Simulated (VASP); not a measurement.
Set up this calculation in VASP 6.6.1, as the native input.

| Quantity | Value |
| --- | --- |
| Task | single point |
| Functional | PBE |
| Potentials or basis | VASP PAW PBE potentials, release 64 (Na_pv) |
| Cutoff | 500 eV |
| k mesh | 4 × 4 × 2 |
| Occupations | gaussian, width 0.14 eV |
| Spin | no spin polarisation |
| Dipole correction | no |
| Further INCAR settings | ALGO = Normal; EDIFF = 1e-06; NBANDS = 18 |

The structure of Na lies in POSCAR:

```
Na
1.0
    3.1966520447     -1.8565520294      0.0000000000
    3.1966520447      1.8565520294      0.0000000000
   -2.1744518352      0.0000000000      9.3648511597
Na
3
Direct
    0.0000000000      0.0000000000      0.0000000000
    0.2224150000      0.2224150000      0.6666760000
    0.7775850000      0.7775850000      0.3333240000
```

The input as run:

INCAR

```
SYSTEM = Na
PREC = Accurate
ENCUT = 500
EDIFF = 1E-6
ISMEAR = 0
SIGMA = 0.14
LREAL = .FALSE.
LASPH = .TRUE.
NELM = 120
ALGO = Normal
ISIF = 2
LWAVE = .FALSE.
LCHARG = .FALSE.
GGA = PE
NBANDS = 18
GGA_COMPAT = .FALSE.
```

KPOINTS

```
Automatic mesh
0
G
  4 4 2
  0 0 0
```

Potentials or basis: VASP PAW PBE potentials, release 64 (Na_pv).

Run with:

```console
$ cat potpaw_PBE.64/Na_pv/POTCAR > POTCAR
$ mpirun -np 1 vasp_std > vasp.out
```

Results of the run:

```json
{
 "Pressure": "0.1 GPa"
}
```

Caveat: the k points lie up to 0.49 Å⁻¹ apart.

Run time: 6.8 s on 1 thread of Intel(R) Xeon(R) 6975P-C (Granite Rapids), with other jobs on the host, peak memory 0.2 GiB.
